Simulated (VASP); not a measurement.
Crystal: CoO.

```
CELL_PARAMETERS angstrom
1.60222 0.92504 5.13294
-1.60222 0.92504 5.13294
0.00000 -1.85008 5.13294
ATOMIC_POSITIONS crystal
Co 0.99949 0.99949 0.99949
Co 0.49949 0.49949 0.49949
O 0.37550 0.37550 0.37550
O 0.87553 0.87553 0.87553
```

| Property | Result |
| --- | --- |
| Program | VASP 6.6.1 |
| Task | relaxation of cell and atoms |
| Functional | PBEsol |
| Potentials or basis | VASP PAW PBE potentials, release 64 (Co, O) |
| Cutoff | 600 eV |
| k mesh | 6 × 6 × 6 |
| Occupations | gaussian, width 0.1 eV |
| Spin | collinear spin, antiferromagnetic start |
| Starting moments | [-2.21, 2.21, -0.16, 0.16] μB |

At the start: pressure -10.2 GPa; volume 11.41 Å³/atom.

**Question.** How do energy, volume and symmetry change on relaxing?

**Answer.** Over 6 steps the energy falls by 31.0 meV/atom and the volume is 10.50 Å³/atom (-8.0 %); space group F-43m (No. 216, to 0.1 Å) before and after; moment 0.00 μB per cell.

Step by step:
```tsv
step	energy change (eV)	largest force (eV/Å)	pressure (GPa)	volume (Å³)
1	0.0000	0.1002	-10.21	45.65
2	-0.1021	0.3606	4.53	41.01
3	-0.1197	0.2034	-0.20	42.20
4	-0.1230	0.0079	-0.02	42.01
5	-0.1231	0.0214	-0.03	42.04
6	-0.1241	0.0188	0.04	42.00
```

Final structure:
```yaml
crystal:
  lattice:
    - [1.56142, 0.90149, 4.97328]
    - [-1.56142, 0.90149, 4.97328]
    - [0.00000, -1.80298, 4.97328]
  atoms:
    - { symbol: Co, position: [0.99994, 0.99994, 0.99994] }
    - { symbol: Co, position: [0.49993, 0.49993, 0.49993] }
    - { symbol: O, position: [0.37506, 0.37506, 0.37506] }
    - { symbol: O, position: [0.87507, 0.87507, 0.87507] }
```

Caveat: the k points lie up to 0.39 Å⁻¹ apart in the final cell; the PAW data sets were made with another functional, which shifts forces and pressure a little.
